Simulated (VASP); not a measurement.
# AlNi (Pm-3m) in VASP: notebook

AlNi is run at these levels: r2SCAN; tasks: single point, relaxation of cell and atoms.

Program: VASP 6.6.1. These are calculated values, not measurements. Logs are shortened: lines on timing, memory, paths and dates and some standing lists are left out, and cuts for length are marked.

### Step 1. The cell of the first run

It takes space group Pm-3m (No. 221, cubic). Conventional cell: a = 2.863 Å, b = 2.863 Å, c = 2.863 Å, α = 90.00°, β = 90.00°, γ = 90.00°. Al (site symmetry m-3m) has 8 Ni at 2.48 Å and 6 Al at 2.86 Å within 3.3 Å. Ni (site symmetry m-3m) has 8 Al at 2.48 Å and 6 Ni at 2.86 Å within 3.3 Å.

### Step 2. Single point, r2SCAN

The input, POSCAR:

```
AlNi
1.0
    2.8631990699      0.0000000000      0.0000000000
    0.0000000000      2.8631990699      0.0000000000
    0.0000000000      0.0000000000      2.8631990699
Al Ni
1 1
Direct
    0.0000000000      0.0000000000      0.0000000000
    0.5000000000      0.5000000000      0.5000000000
```

The input, INCAR.step1:

```
PREC = Accurate
ENCUT = 520
ISMEAR = -1
SIGMA = 0.05
LREAL = F
LASPH = T
NELM = 80
NBANDS = 14
GGA = PE
ALGO = Normal
EDIFF = 1E-4
LWAVE = T
LCHARG = F
```

The input, INCAR.step2:

```
PREC = Accurate
ENCUT = 520
EDIFF = 1E-6
ISMEAR = -1
SIGMA = 0.05
LREAL = F
LASPH = T
NELM = 80
ALGO = Normal
ISIF = 2
LWAVE = F
LCHARG = F
METAGGA = R2SCAN
LMIXTAU = T
NBANDS = 14
ISTART = 1
```

The input, KPOINTS:

```
regular mesh
0
Gamma
  14 14 14
```

Potentials or basis: VASP PAW PBE potentials, release 64 (Al, Ni).

On the command line:

```sh
cat potpaw_PBE.64/Al/POTCAR potpaw_PBE.64/Ni/POTCAR > POTCAR
cp INCAR.step1 INCAR
mpirun -np 1 vasp_std > vasp.out
cp INCAR.step2 INCAR
mpirun -np 1 vasp_std > vasp.out
```

OUTCAR:

```text
PREC = Accurate
   ENCUT = 520
   EDIFF = 1E-6
   ISMEAR = -1
   LREAL = F
   LASPH = T
   NELM = 80
   ISIF = 2
   METAGGA = R2SCAN
   ISTART = 1

 ion  position               nearest neighbor table
   1  0.000  0.000  0.000-   2 2.48   2 2.48   2 2.48   2 2.48   2 2.48   2 2.48   2 2.48   2 2.48

   2  0.500  0.500  0.500-   1 2.48   1 2.48   1 2.48   1 2.48   1 2.48   1 2.48   1 2.48   1 2.48

  LATTYP: Found a simple cubic cell.
 ALAT       =     2.8631990699

  Lattice vectors:

 A1 = (   2.8631990699,   0.0000000000,   0.0000000000)
 A2 = (   0.0000000000,   2.8631990699,   0.0000000000)
 A3 = (   0.0000000000,   0.0000000000,   2.8631990699)

Analysis of symmetry for initial positions (statically):
=====================================================================
 Subroutine PRICEL returns:
 Original cell was already a primitive cell.

 Routine SETGRP: Setting up the symmetry group for a
 simple cubic supercell.

 Subroutine GETGRP returns: Found 48 space group operations
 (whereof 48 operations were pure point group operations)
 out of a pool of 48 trial point group operations.

The static configuration has the point symmetry O_h .

Analysis of symmetry for dynamics (positions and initial velocities):
=====================================================================
 Subroutine PRICEL returns:
 Original cell was already a primitive cell.

 Routine SETGRP: Setting up the symmetry group for a
 simple cubic supercell.

 Subroutine GETGRP returns: Found 48 space group operations
 (whereof 48 operations were pure point group operations)
 out of a pool of 48 trial point group operations.

The dynamic configuration has the point symmetry O_h .

 Subroutine INISYM returns: Found 48 space group operations
 (whereof 48 operations are pure point group operations),
 and found     1 'primitive' translations

----------------------------------------------------------------------------------------

                                     Primitive cell

  volume of cell :      23.4722

  direct lattice vectors                    reciprocal lattice vectors
     2.863199070  0.000000000  0.000000000     0.349259683  0.000000000  0.000000000
     0.000000000  2.863199070  0.000000000     0.000000000  0.349259683  0.000000000
     0.000000000  0.000000000  2.863199070     0.000000000  0.000000000  0.349259683

  length of vectors
     2.863199070  2.863199070  2.863199070     0.349259683  0.349259683  0.349259683

  position of ions in fractional coordinates (direct lattice)
     0.000000000  0.000000000  0.000000000
     0.500000000  0.500000000  0.500000000

  ion indices of the primitive-cell ions
   primitive index   ion index
                 1           1
                 2           2

----------------------------------------------------------------------------------------

 KPOINTS: regular mesh

Automatic generation of k-mesh.
 Grid dimensions read from file:
 generate k-points for:   14   14   14

 Generating k-lattice:

  Cartesian coordinates                     Fractional coordinates (reciprocal lattice)
     0.024947120  0.000000000  0.000000000     0.071428571  0.000000000  0.000000000
     0.000000000  0.024947120  0.000000000     0.000000000  0.071428571  0.000000000
     0.000000000  0.000000000  0.024947120     0.000000000  0.000000000  0.071428571

  Length of vectors
     0.024947120  0.024947120  0.024947120

  Shift w.r.t. Gamma in fractional coordinates (k-lattice)
     0.000000000  0.000000000  0.000000000

 Subroutine IBZKPT returns following result:
 ===========================================

 Found    120 irreducible k-points:

 Following reciprocal coordinates:
            Coordinates               Weight
  0.000000  0.000000  0.000000      1.000000
  0.071429  0.000000  0.000000      6.000000
  0.142857  0.000000  0.000000      6.000000
  0.214286  0.000000  0.000000      6.000000
  0.285714  0.000000  0.000000      6.000000
  0.357143  0.000000  0.000000      6.000000
[... 16 lines left out ...]
  0.285714  0.214286  0.000000     24.000000
  0.357143  0.214286  0.000000     24.000000
 [... further k-points ...]
   k-points           NKPTS =    120   k-points in BZ     NKDIM =    120   number of bands    NBANDS=     14
   number of dos      NEDOS =    301   number of ions     NIONS =      2
   total plane-waves  NPLWV =  13824
   dimension x,y,z NGX =    24 NGY =   24 NGZ =   24
   dimension x,y,z NGXF=    48 NGYF=   48 NGZF=   48
   ions per type =               1   1
   NGX,Y,Z   is equivalent  to a cutoff of  13.94, 13.94, 13.94 a.u.
   NGXF,Y,Z  is equivalent  to a cutoff of  27.87, 27.87, 27.87 a.u.
 SYSTEM =  unknown system
   PREC   = accura    normal or accurate (medium, high low for compatibility)
   ISTART =      1    job   : 0-new  1-cont  2-samecut
   ICHARG =      0    charge: 1-file 2-atom 10-const
   ISPIN  =      1    spin polarized calculation?
   LNONCOLLINEAR =      F non collinear calculations
   LSORBIT =      F    spin-orbit coupling
   LASPH  =      T    aspherical Exc in radial PAW
   ENCUT  =  520.0 eV  38.22 Ry    6.18 a.u.   5.32  5.32  5.32*2*pi/ulx,y,z
   NELM   =     80;   NELMIN=  2; NELMDL=  0     # of ELM steps
   EDIFF  = 0.1E-05   stopping-criterion for ELM
   LREAL  =      F    real-space projection
   EDIFFG = 0.1E-04   stopping-criterion for IOM
   NSW    =      0    number of steps for IOM
   IBRION =     -1    ionic relax: 0-MD 1-quasi-New 2-CG
   NFREE  =      0    steps in history (QN), initial steepest desc. (CG)
   ISIF   =      2    stress and relaxation
   ISYM   =      2    0-nonsym 1-usesym 2-fastsym
   POTIM  = 0.5000    time-step for ionic-motion
   TEBEG  =    0.0;   TEEND  =   0.0 temperature during run
   PSTRESS=    0.0 pullay stress
   NELECT =      13.0000    total number of electrons
   NUPDOWN=      -1.0000    fix difference up-down
   EMIN   =  10.00;   EMAX   =-10.00  energy-range for DOS
   EFERMI =   0.00;   METHOD = LEGACY
   ISMEAR =    -1;   SIGMA  =   0.05  broadening in eV -4-tet -1-fermi 0-gaus
   EFERMI_NEDOS =   21; number of points for ismear=-14 and -15
   IALGO  =     38    algorithm
   IMIX   =      4    mixing-type and parameters
     AMIX     =   0.40;   BMIX     =  1.00
     AMIX_MAG =   1.60;   BMIX_MAG =  1.00
  volume/ion in A,a.u.               =      11.74        79.20
  Fermi-wavevector in a.u.,A,eV,Ry     =   1.344429  2.540602 24.592370  1.807488
  Thomas-Fermi vector in A             =   2.472423
   LORBIT       =      0    0 simple, 1 ext, 2 COOP (PROOUT), +10 PAW based schemes
   METAGGA = R2SCAN    functional components
   LHFCALC =     F    Hartree Fock is set to
   AEXX    =    0.0000 exact exchange contribution
   IVDW    =     0    specifies the selected vdW correction
   LEPSILON=     F    determine dielectric tensor
   LRPA    =     F    only Hartree local field effects (RPA)
 non-spin polarized calculation
  energy-cutoff  :      520.00
  volume of cell :       23.47
 maximum number of plane-waves:       655
 NGX is ok and might be reduce to    24
   NGX = 11   NGY = 11   NGZ = 11

 number of electron      13.0000011 magnetization

 Free energy of the ion-electron system (eV)
  ---------------------------------------------------
  ext. energy  EPLUGINS =         0.00000000
  ---------------------------------------------------
  free energy    TOTEN  =       -20.07021088 eV

  energy without entropy =      -20.06234209  energy(sigma->0) =      -20.06627649

 E-fermi :  10.1083     XC(G=0): -13.1112

 val. band max:       10.0934369397   @ k =   0.5000   0.5000   0.2857
 cond. band min:      10.1094851567   @ k =   0.3571   0.2143   0.0714
 fundamental gap:      0.0160482171
 Fermi energy:        10.1083246710

 k-point     1 :       0.0000    0.0000    0.0000
  band No.  band energies     occupation
      1      -1.7205      2.00000
      2       6.6971      2.00000
      3       6.6971      2.00000
      4       8.4921      2.00000
      5       8.4921      2.00000
      6       8.4921      2.00000
      7      16.1104      0.00000
      8      16.1104      0.00000
      9      16.1104      0.00000
     10      18.5915      0.00000
     11      18.5915      0.00000
     12      25.5163      0.00000
     13      32.3896      0.00000
     14      32.3896      0.00000

 k-point     2 :       0.0714    0.0000    0.0000
  band No.  band energies     occupation
      1      -1.6202      2.00000
      2       6.6879      2.00000
      3       6.7216      2.00000
      4       8.4490      2.00000
      5       8.4490      2.00000
      6       8.4967      2.00000
      7      15.0152      0.00000
      8      16.2416      0.00000
      9      16.2416      0.00000
     10      18.5991      0.00000
     11      19.6082      0.00000
     12      25.8458      0.00000
     13      31.2734      0.00000
     14      31.2734      0.00000

 k-point     3 :       0.1429    0.0000    0.0000
  band No.  band energies     occupation
      1      -1.3208      2.00000
      2       6.6349      2.00000
      3       6.7910      2.00000
      4       8.3326      2.00000
      5       8.3326      2.00000
      6       8.5095      2.00000
      7      13.2971      0.00000
      8      16.6229      0.00000
      9      16.6229      0.00000
     10      18.6215      0.00000
     11      21.0551      0.00000
     12      26.8857      0.00000
     13      29.4525      0.00000
     14      29.4525      0.00000
[... 324 lines left out ...]
 k-point    23 :       0.2857    0.2143    0.0000
  band No.  band energies     occupation
      1       0.6990      2.00000
      2       6.3328      2.00000
      3       6.9097      2.00000
      4       7.7242      2.00000
      5       8.0601      2.00000
      6       8.2667      2.00000
      7      10.8852      0.00000
      8      13.5221      0.00000
      9      19.0582      0.00000
     10      19.5698      0.00000
     11      22.5614      0.00000
     12      26.5335      0.00000
     13      27.0391      0.00000
     14      28.6459      0.00000

 k-point    24 :       0.3571    0.2143    0.0000
  band No.  band energies     occupation
      1       1.5188      2.00000
      2       5.6126      2.00000
      3       7.0962      2.00000
      4       7.6712      2.00000
      5       7.9317      2.00000
      6       8.2876      2.00000
      7      10.0441      1.56666
      8      14.1747      0.00000
      9      18.4522      0.00000
     10      19.9770      0.00000
     11      22.5555      0.00000
     12      24.9768      0.00000
     13      27.3206      0.00000
     14      29.0045      0.00000

 [... further k-points ...]
[... 5 lines left out ...]
  --------------------------------------------------------------------------------------
  -------------------------------------------------------------------------------------
  Total       -0.0250813     -0.0250813     -0.0250813     -0.0000000      0.0000000     -0.0000000
  in kB       -1.7120075     -1.7120075     -1.7120075     -0.0000000      0.0000000     -0.0000000
  external PRESSURE =      -1.7120075 kB  Pullay stress =       0.0000000 kB

 VOLUME and BASIS-vectors are now :
 -----------------------------------------------------------------------------
  energy-cutoff  :      520.00
  volume of cell :       23.47
      direct lattice vectors                 reciprocal lattice vectors
     2.863199070  0.000000000  0.000000000     0.349259683  0.000000000  0.000000000
     0.000000000  2.863199070  0.000000000     0.000000000  0.349259683  0.000000000
     0.000000000  0.000000000  2.863199070     0.000000000  0.000000000  0.349259683

 POSITION                                       TOTAL-FORCE (eV/Angst)
 -----------------------------------------------------------------------------------
      0.00000      0.00000      0.00000         0.000000      0.000000      0.000000
      1.43160      1.43160      1.43160         0.000000      0.000000      0.000000
 -----------------------------------------------------------------------------------
    total drift:                                0.000000      0.000000     -0.000000

  FREE ENERGIE OF THE ION-ELECTRON SYSTEM (eV)
  ---------------------------------------------------
  free  energy   TOTEN  =       -20.0702108837 eV

  energy  without entropy=      -20.0623420891  energy(sigma->0) =      -20.06627649
```

Wall time 57 s (1 thread of Intel Xeon 6975P-C (Granite Rapids), shared host); peak memory 0.17 GiB.

Results:

```yaml
Free_energy: -20.0702 eV
Pressure: -0.2 GPa
```

Caveat: the PAW data sets were made with another functional, which shifts forces and pressure a little.

(Part 1 of 2 ends here.)
